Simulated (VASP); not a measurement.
Here is a VASP 6.6.1 calculation.

The input INCAR:

```
PREC = Accurate
ENCUT = 520
EDIFF = 1E-6
ISMEAR = 0
SIGMA = 0.02
LREAL = False
LASPH = True
NELM = 80
ALGO = Normal
ISIF = 2
LWAVE = False
LCHARG = True
GGA = PE
LELF = True
LVHAR = True
NBANDS = 26
```

Contents of KPOINTS:

```
Automatic mesh
0
Gamma
  12 12 4
```

POSCAR

```
ZnS
1.0
    3.8440669355      0.0000000000      0.0000000000
   -1.9220334677      3.3290596200      0.0000000000
    0.0000000000      0.0000000000      6.4937823531
Zn S
2 2
Direct
    0.3333333333      0.6666666667      0.0022441647
    0.6666666667      0.3333333333      0.5022441647
    0.3333333333      0.6666666667      0.3727558353
    0.6666666667      0.3333333333      0.8727558353
```

Potentials or basis: VASP PAW PBE potentials, release 64 (Zn, S).

The run is started by

```console
$ cat potpaw_PBE.64/Zn/POTCAR potpaw_PBE.64/S/POTCAR > POTCAR
$ mpirun -np 1 vasp_std > vasp.out
```

Problem. What does it give for the pressure?

Solution. -1.8 GPa.

Problem. Predict the band gap on the k mesh.

Solution. 1.87 eV.

Stress tensor (GPa, compression positive):
```
-0.83  0.00  0.00
 0.00 -0.83  0.00
 0.00  0.00 -3.66
```

A k mesh can miss the band edges.
